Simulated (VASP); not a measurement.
Here is a VASP 6.6.1 calculation.

The input INCAR:

```
SYSTEM = HfS2
ALGO = Normal
EDIFF = 1E-6
ENCUT = 500
GGA = PS
GGA_COMPAT = .FALSE.
ISIF = 2
ISMEAR = 0
IVDW = 12
LASPH = .TRUE.
LCHARG = .TRUE.
LELF = .TRUE.
LREAL = .FALSE.
LVHAR = .TRUE.
LWAVE = .FALSE.
NBANDS = 18
NELM = 120
PREC = Accurate
SIGMA = 0.02
```

KPOINTS

```
k-points
0
G
  12 12 6
  0 0 0
```

The input POSCAR:

```
HfS2
1.0
    3.4953975125      0.0000000000      0.0000000000
   -1.7476987562      3.0271030422      0.0000000000
    0.0000000000      0.0000000000      5.4001600688
Hf S
1 2
Direct
    0.0000000000      0.0000000000      0.0000000000
    0.6666666667      0.3333333333      0.7274132882
    0.3333333333      0.6666666667      0.2725867118
```

Potentials or basis: VASP PAW PBE potentials, release 64 (Hf_pv, S).

The run is started by

```sh
$ cat potpaw_PBE.64/Hf_pv/POTCAR potpaw_PBE.64/S/POTCAR > POTCAR
$ mpirun -np 1 vasp_std > vasp.out
```

Problem. Estimate the band gap on the k mesh.

Solution. 0.12 eV, indirect (least direct gap 1.25 eV).

Problem. What does it give for the pressure?

Solution. 3.0 GPa.

Problem. Estimate the dispersion energy per atom.

Solution. -0.359 eV.

Problem. What does it give for the largest force?

Solution. 0.062 eV/Å.

Forces on the atoms (eV/Å):
```
Hf   0.000  0.000  0.000
S    0.000  0.000  0.062
S    0.000  0.000 -0.062
```

Caveat: the PAW data sets were made with another functional, which shifts forces and pressure a little; spin-orbit coupling is left out, which moves the levels of the heavy elements. A k mesh can miss the band edges.
